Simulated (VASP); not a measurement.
# MoS2 (P6_3/mmc) in VASP: notebook, part 2 of 2

VASP 6.6.1.

## Step 3: Single point, PBEsol

This run uses another cell than the first one, of the same volume but with other edges.

INCAR

```
SYSTEM = MoS2
ALGO = Normal ; EDIFF = 1E-6
ENCUT = 520 ; GGA = PS
ISIF = 2 ; ISMEAR = 1
LASPH = .True. ; LCHARG = .False.
LREAL = .False. ; LWAVE = .False.
NBANDS = 35 ; NELM = 60
PREC = Accurate ; SIGMA = 0.112
```

KPOINTS

```
k-points
0
Gamma
  12 12 2
  0 0 0
```

POSCAR

```
MoS2
1.0
    3.1102000000      0.0000000000      0.0000000000
   -1.5551000000      2.6935122108      0.0000000000
    0.0000000000      0.0000000000     12.0675000000
Mo S
2 4
Direct
    0.3333333333      0.6666666667      0.2500000000
    0.6666666667      0.3333333333      0.7500000000
    0.3333333333      0.6666666667      0.6259932117
    0.6666666667      0.3333333333      0.1259932117
    0.3333333333      0.6666666667      0.8740067883
    0.6666666667      0.3333333333      0.3740067883
```

Potentials or basis: VASP PAW PBE potentials, release 64 (Mo_sv, S).

On the command line:

```
$ cat potpaw_PBE.64/Mo_sv/POTCAR potpaw_PBE.64/S/POTCAR > POTCAR
$ mpirun -np 1 vasp_std > vasp.out
```

OUTCAR:

```text
SYSTEM = MoS2
   EDIFF = 1E-6
   ENCUT = 520
   GGA = PS
   ISIF = 2
   ISMEAR = 1
   LASPH = .True.
   LREAL = .False.
   NELM = 60
   PREC = Accurate

 ion  position               nearest neighbor table
   1  0.333  0.667  0.250-   4 2.34   6 2.34   4 2.34   6 2.34   4 2.34   6 2.34
   2  0.667  0.333  0.750-   3 2.34   5 2.34   3 2.34   5 2.34   3 2.34   5 2.34
   3  0.333  0.667  0.626-   2 2.34   2 2.34   2 2.34
   4  0.667  0.333  0.126-   1 2.34   1 2.34   1 2.34
   5  0.333  0.667  0.874-   2 2.34   2 2.34   2 2.34
   6  0.667  0.333  0.374-   1 2.34   1 2.34   1 2.34

  LATTYP: Found a hexagonal cell.
 ALAT       =     3.1102000000
 C/A-ratio  =     3.8799755643

  Lattice vectors:

 A1 = (   3.1102000000,   0.0000000000,   0.0000000000)
 A2 = (  -1.5551000000,   2.6935122108,   0.0000000000)
 A3 = (   0.0000000000,   0.0000000000,  12.0675000000)

Analysis of symmetry for initial positions (statically):
=====================================================================
 Subroutine PRICEL returns:
 Original cell was already a primitive cell.

 Routine SETGRP: Setting up the symmetry group for a
 hexagonal supercell.

 Subroutine GETGRP returns: Found 24 space group operations
 (whereof 12 operations were pure point group operations)
 out of a pool of 24 trial point group operations.

The static configuration has the point symmetry D_3d.
 The point group associated with its full space group is D_6h.

Analysis of symmetry for dynamics (positions and initial velocities):
=====================================================================
 Subroutine PRICEL returns:
 Original cell was already a primitive cell.

 Routine SETGRP: Setting up the symmetry group for a
 hexagonal supercell.

 Subroutine GETGRP returns: Found 24 space group operations
 (whereof 12 operations were pure point group operations)
 out of a pool of 24 trial point group operations.

The dynamic configuration has the point symmetry D_3d.
 The point group associated with its full space group is D_6h.

 Subroutine INISYM returns: Found 24 space group operations
 (whereof 12 operations are pure point group operations),
 and found     1 'primitive' translations

----------------------------------------------------------------------------------------

                                     Primitive cell

  volume of cell :     101.0938

  direct lattice vectors                    reciprocal lattice vectors
     3.110200000  0.000000000  0.000000000     0.321522732  0.185631236  0.000000000
    -1.555100000  2.693512211  0.000000000     0.000000000  0.371262471  0.000000000
     0.000000000  0.000000000 12.067500000     0.000000000  0.000000000  0.082867205

  length of vectors
     3.110200000  3.110200000 12.067500000     0.371262471  0.371262471  0.082867205

  position of ions in fractional coordinates (direct lattice)
     0.333333333  0.666666667  0.250000000
     0.666666667  0.333333333  0.750000000
     0.333333333  0.666666667  0.625993212
     0.666666667  0.333333333  0.125993212
     0.333333333  0.666666667  0.874006788
     0.666666667  0.333333333  0.374006788

  ion indices of the primitive-cell ions
   primitive index   ion index
                 1           1
                 2           2
                 3           3
                 4           4
                 5           5
                 6           6

----------------------------------------------------------------------------------------

 KPOINTS: k-points

Automatic generation of k-mesh.
 Grid dimensions read from file:
 generate k-points for:   12   12    2

 Generating k-lattice:

  Cartesian coordinates                     Fractional coordinates (reciprocal lattice)
     0.026793561  0.015469270  0.000000000     0.083333333  0.000000000  0.000000000
     0.000000000  0.030938539  0.000000000     0.000000000  0.083333333  0.000000000
     0.000000000  0.000000000  0.041433603     0.000000000  0.000000000  0.500000000

  Length of vectors
     0.030938539  0.030938539  0.041433603

  Shift w.r.t. Gamma in fractional coordinates (k-lattice)
     0.000000000  0.000000000  0.000000000

 Subroutine IBZKPT returns following result:
 ===========================================

 Found     38 irreducible k-points:

 Following reciprocal coordinates:
            Coordinates               Weight
  0.000000  0.000000  0.000000      1.000000
  0.083333  0.000000  0.000000      6.000000
  0.166667  0.000000  0.000000      6.000000
  0.250000  0.000000  0.000000      6.000000
  0.333333  0.000000  0.000000      6.000000
  0.416667  0.000000  0.000000      6.000000
[... 16 lines left out ...]
  0.250000  0.000000  0.500000      6.000000
  0.333333  0.000000  0.500000      6.000000
 [... further k-points ...]
   k-points           NKPTS =     38   k-points in BZ     NKDIM =     38   number of bands    NBANDS=     35
   number of dos      NEDOS =    301   number of ions     NIONS =      6
   total plane-waves  NPLWV =  51840
   dimension x,y,z NGX =    24 NGY =   24 NGZ =   90
   dimension x,y,z NGXF=    48 NGYF=   48 NGZF=  180
   ions per type =               2   4
   NGX,Y,Z   is equivalent  to a cutoff of  12.83, 12.83, 12.40 a.u.
   NGXF,Y,Z  is equivalent  to a cutoff of  25.66, 25.66, 24.80 a.u.
 SYSTEM =  MoS2
   PREC   = accura    normal or accurate (medium, high low for compatibility)
   ISTART =      0    job   : 0-new  1-cont  2-samecut
   ICHARG =      2    charge: 1-file 2-atom 10-const
   ISPIN  =      1    spin polarized calculation?
   LNONCOLLINEAR =      F non collinear calculations
   LSORBIT =      F    spin-orbit coupling
   LASPH  =      T    aspherical Exc in radial PAW
   ENCUT  =  520.0 eV  38.22 Ry    6.18 a.u.   5.78  5.78 22.44*2*pi/ulx,y,z
   NELM   =     60;   NELMIN=  2; NELMDL= -5     # of ELM steps
   EDIFF  = 0.1E-05   stopping-criterion for ELM
   LREAL  =      F    real-space projection
[... 7 lines left out ...]
   TEBEG  =    0.0;   TEEND  =   0.0 temperature during run
   PSTRESS=    0.0 pullay stress
   NELECT =      52.0000    total number of electrons
   NUPDOWN=      -1.0000    fix difference up-down
   EMIN   =  10.00;   EMAX   =-10.00  energy-range for DOS
   EFERMI =   0.00;   METHOD = LEGACY
   ISMEAR =     1;   SIGMA  =   0.11  broadening in eV -4-tet -1-fermi 0-gaus
   EFERMI_NEDOS =   21; number of points for ismear=-14 and -15
   IALGO  =     38    algorithm
   IMIX   =      4    mixing-type and parameters
     AMIX     =   0.40;   BMIX     =  1.00
     AMIX_MAG =   1.60;   BMIX_MAG =  1.00
  volume/ion in A,a.u.               =      16.85       113.70
  Fermi-wavevector in a.u.,A,eV,Ry     =   1.311700  2.478753 23.409587  1.720556
  Thomas-Fermi vector in A             =   2.442143
   LORBIT       =      0    0 simple, 1 ext, 2 COOP (PROOUT), +10 PAW based schemes
   GGA     = PS    functional components
   LHFCALC =     F    Hartree Fock is set to
   AEXX    =    0.0000 exact exchange contribution
   IVDW    =     0    specifies the selected vdW correction
   LEPSILON=     F    determine dielectric tensor
   LRPA    =     F    only Hartree local field effects (RPA)
 non-spin polarized calculation
 Methfessel and Paxton  Order N= 1 SIGMA  =   0.11
  energy-cutoff  :      520.00
  volume of cell :      101.09
 maximum number of plane-waves:      2746
 NGX is ok and might be reduce to    24

 number of electron      52.0000006 magnetization

 Free energy of the ion-electron system (eV)
  ---------------------------------------------------
  ext. energy  EPLUGINS =         0.00000000
  ---------------------------------------------------
  free energy    TOTEN  =       -46.65181432 eV

  energy without entropy =      -46.65183826  energy(sigma->0) =      -46.65182230

 E-fermi :   8.4561     XC(G=0): -11.2379

 val. band max:        8.3622546158   @ k =   0.0000   0.0000   0.0000
 cond. band min:       9.1545930388   @ k =   0.3333   0.3333   0.0000
 fundamental gap:      0.7923384231
 Fermi energy:         8.4561480579

 k-point     1 :       0.0000    0.0000    0.0000
  band No.  band energies     occupation
      1     -53.1893      2.00000
      2     -53.1893      2.00000
      3     -27.4525      2.00000
      4     -27.4524      2.00000
      5     -27.1619      2.00000
      6     -27.1619      2.00000
[... 27 lines left out ...]
     34      10.9795      0.00000
     35      13.8075      0.00000
[... 843 lines left out ...]
      5     -27.3731      2.00000
      6     -27.3731      2.00000
[... 27 lines left out ...]
     34      12.0405      0.00000
     35      14.9319      0.00000

 [... further k-points ...]
[... 5 lines left out ...]
  --------------------------------------------------------------------------------------
  -------------------------------------------------------------------------------------
  Total        5.5142974      5.5142974      9.8065744      0.0000000     -0.0000000     -0.0000000
  in kB       87.3929080     87.3929080    155.4187227      0.0000000     -0.0000000     -0.0000000
  external PRESSURE =     110.0681795 kB  Pullay stress =       0.0000000 kB

 VOLUME and BASIS-vectors are now :
 -----------------------------------------------------------------------------
  energy-cutoff  :      520.00
  volume of cell :      101.09
      direct lattice vectors                 reciprocal lattice vectors
     3.110200000  0.000000000  0.000000000     0.321522732  0.185631236  0.000000000
    -1.555100000  2.693512211  0.000000000     0.000000000  0.371262471  0.000000000
     0.000000000  0.000000000 12.067500000     0.000000000  0.000000000  0.082867205

 POSITION                                       TOTAL-FORCE (eV/Angst)
 -----------------------------------------------------------------------------------
     -0.00000      1.79567      3.01688        -0.000000      0.000000      0.000000
      1.55510      0.89784      9.05063         0.000000     -0.000000      0.000000
     -0.00000      1.79567      7.55417        -0.000000      0.000000     -1.545086
      1.55510      0.89784      1.52042         0.000000      0.000000     -1.545086
     -0.00000      1.79567     10.54708        -0.000000     -0.000000      1.545086
      1.55510      0.89784      4.51333         0.000000     -0.000000      1.545086
 -----------------------------------------------------------------------------------
    total drift:                                0.000000     -0.000000      0.000000

  FREE ENERGIE OF THE ION-ELECTRON SYSTEM (eV)
  ---------------------------------------------------
  free  energy   TOTEN  =       -46.6518143211 eV

  energy  without entropy=      -46.6518382566  energy(sigma->0) =      -46.65182230
```

It took 3.1 min on 1 thread of AMD EPYC 7R13, shared host; peak memory 0.24 GiB.

Results:

```
Free energy            : -46.6518 eV
Pressure               : 11.0 GPa
Largest force          : 1.545 eV/Å
Band gap on the k mesh : 0.79 eV (least direct gap 1.71 eV)
```

Forces in eV/Å, atoms in the order of the input:
```
Mo   0.000  0.000  0.000
Mo   0.000  0.000  0.000
S    0.000  0.000 -1.545
S    0.000  0.000 -1.545
S    0.000  0.000  1.545
S    0.000  0.000  1.545
```

Caveat: the stress differs along the axes, from 9 to 16 GPa; semilocal functionals underestimate gaps, and a narrow one can read as zero; the PAW data sets were made with another functional, which shifts forces and pressure a little; this functional lacks dispersion, which binds layers or chains, so the pressure and a relaxed spacing across them are unreliable. A k mesh can miss the band edges.

## Step 4: Single point, PBEsol

INCAR

```
SYSTEM = MoS2
  ALGO = Normal
  EDIFF = 1E-6
  ENCUT = 520
  GGA = PS
  ISIF = 2
  ISMEAR = 1
  LASPH = .TRUE.
  LCHARG = .FALSE.
  LREAL = .FALSE.
  LWAVE = .FALSE.
  NBANDS = 35
  NELM = 100
  PREC = Accurate
  SIGMA = 0.137
```

KPOINTS

```
k-points
0
G
  12 12 2
  0 0 0
```

POSCAR: that of step 3 with these lines changed.

```diff
@@ -2,5 +2,5 @@
 1.0
-    3.1102000000      0.0000000000      0.0000000000
-   -1.5551000000      2.6935122108      0.0000000000
-    0.0000000000      0.0000000000     12.0675000000
+    3.0788000000      0.0000000000      0.0000000000
+   -1.5394000000      2.6663190132      0.0000000000
+    0.0000000000      0.0000000000     12.3189000000
 Mo S
```

On the command line:

```
$ cat potpaw_PBE.64/Mo_sv/POTCAR potpaw_PBE.64/S/POTCAR > POTCAR
$ mpirun -np 1 vasp_std > vasp.out
```

Run time: 2.9 min. Hardware: 1 thread of AMD EPYC 7R13, shared host; peak memory 0.25 GiB.

The run converged. Its results:

- Free energy: -46.7048 eV
- Pressure: 10.6 GPa
- Largest force: 1.116 eV/Å
- Band gap on the k mesh: 0.95 eV (least direct gap 1.89 eV)

Forces in eV/Å, atoms in the order of the input:
```
Mo   0.000  0.000  0.000
Mo   0.000  0.000  0.000
S    0.000  0.000 -1.116
S    0.000  0.000 -1.116
S    0.000  0.000  1.116
S    0.000  0.000  1.116
```

Stress tensor (GPa, compression positive):
```
10.26  0.00  0.00
 0.00 10.26  0.00
 0.00  0.00 11.24
```

Levels at points of the mesh, in eV from the valence-band top:
```tsv
k point	band 23	band 24	band 25	band 26	band 27	band 28	band 29	band 30
(0.00, 0.00, 0.00)	-2.21	-1.37	-1.34	0.00	2.39	2.39	2.41	2.41
(0.50, 0.00, 0.00)	-1.63	-1.46	-1.45	-1.36	1.91	1.95	2.30	2.62
(0.00, 0.00, 0.50)	-2.22	-2.22	-0.34	-0.34	2.39	2.39	2.39	2.39
(0.50, 0.00, 0.50)	-1.55	-1.55	-1.40	-1.40	1.93	1.93	2.47	2.47
```

Caveat: the cell stands under pressure; the PAW data sets were made with another functional, which shifts forces and pressure a little; this functional lacks dispersion, which binds layers or chains, so the pressure and a relaxed spacing across them are unreliable. A k mesh can miss the band edges.

## Step 5: Single point, PBEsol

This run uses another cell than the first one, of 16.97 Å³/atom.

INCAR

```
ALGO = Normal
EDIFF = 1E-7
ENCUT = 520
GGA = PS
ISIF = 2
ISMEAR = 1
LASPH = T
LCHARG = F
LREAL = F
LWAVE = F
NBANDS = 35
NELM = 100
PREC = Accurate
SIGMA = 0.161
```

KPOINTS

```
k-points
0
Gamma
  12 12 2
```

POSCAR: that of step 4 with these lines changed.

```diff
@@ -2,5 +2,5 @@
 1.0
-    3.0788000000      0.0000000000      0.0000000000
-   -1.5394000000      2.6663190132      0.0000000000
-    0.0000000000      0.0000000000     12.3189000000
+    2.9846000000      0.0000000000      0.0000000000
+   -1.4923000000      2.5847394201      0.0000000000
+    0.0000000000      0.0000000000     13.1988000000
 Mo S
```

On the command line:

```
$ cat potpaw_PBE.64/Mo_sv/POTCAR potpaw_PBE.64/S/POTCAR > POTCAR
$ mpirun -np 1 vasp_std > vasp.out
```

Run time: 3.5 min. Hardware: 1 thread of AMD EPYC 7R13, shared host; peak memory 0.25 GiB.

It converged, with:

| Item | Value |
| --- | --- |
| Free energy | -46.3735 eV |
| Pressure | 8.4 GPa |
| Largest force | 0.364 eV/Å |
| Band gap on the k mesh | 1.13 eV (least direct gap 1.91 eV) |

Forces in eV/Å, atoms in the order of the input:
```
Mo   0.000  0.000  0.000
Mo   0.000  0.000  0.000
S    0.000  0.000  0.364
S    0.000  0.000  0.364
S    0.000  0.000 -0.364
S    0.000  0.000 -0.364
```

Stress tensor (GPa, compression positive):
```
14.67  0.00  0.00
 0.00 14.67  0.00
 0.00  0.00 -4.14
```

Levels at points of the mesh, in eV from the valence-band top:
```tsv
k point	band 23	band 24	band 25	band 26	band 27	band 28	band 29	band 30
(0.00, 0.00, 0.00)	-0.98	-0.96	-0.96	-0.32	3.24	3.24	3.26	3.26
(0.50, 0.00, 0.00)	-0.94	-0.87	-0.52	-0.41	2.86	3.03	3.04	3.25
(0.00, 0.00, 0.50)	-0.97	-0.97	-0.64	-0.64	3.24	3.24	3.24	3.24
(0.50, 0.00, 0.50)	-0.91	-0.91	-0.47	-0.47	3.04	3.04	3.06	3.06
```

Caveat: the stress differs along the axes, from -4 to 15 GPa; the PAW data sets were made with another functional, which shifts forces and pressure a little; this functional lacks dispersion, which binds layers or chains, so the pressure and a relaxed spacing across them are unreliable.

## Step 6: The runs side by side

```tsv
cell	smearing	gap on the mesh (eV)	pressure (GPa)	largest force (eV/Å)
a = 3.047, b = 3.047, c = 12.570 Å, angles 90.0, 90.0, 120.0°, 6 atoms	methfessel-paxton 0.158 eV	1.09	10.3	0.71
a = 3.110, b = 3.110, c = 12.068 Å, angles 90.0, 90.0, 120.0°, 6 atoms	methfessel-paxton 0.112 eV	0.79	11.0	1.55
a = 3.079, b = 3.079, c = 12.319 Å, angles 90.0, 90.0, 120.0°, 6 atoms	methfessel-paxton 0.137 eV	0.95	10.6	1.12
a = 2.985, b = 2.985, c = 13.199 Å, angles 90.0, 90.0, 120.0°, 6 atoms	methfessel-paxton 0.161 eV	1.13	8.4	0.36
```

Alike in all rows: task single point; level PBEsol; potentials or basis VASP PAW PBE potentials, release 64 (Mo_sv, S); no spin polarisation; k mesh 12 × 12 × 2; cutoff (eV) 520.

Caveats: the PAW data sets were made with another functional, which shifts forces and pressure a little; this functional lacks dispersion, which binds layers or chains, so the pressure and a relaxed spacing across them are unreliable; the cell stands under pressure (at least some runs); the stress differs along the axes, from 9 to 16 GPa (at least some runs); semilocal functionals underestimate gaps, and a narrow one can read as zero (at least some runs); the stress differs along the axes, from -4 to 15 GPa (at least some runs).

Total energies depend on the potentials used, so only differences within one code and one set of settings carry meaning.
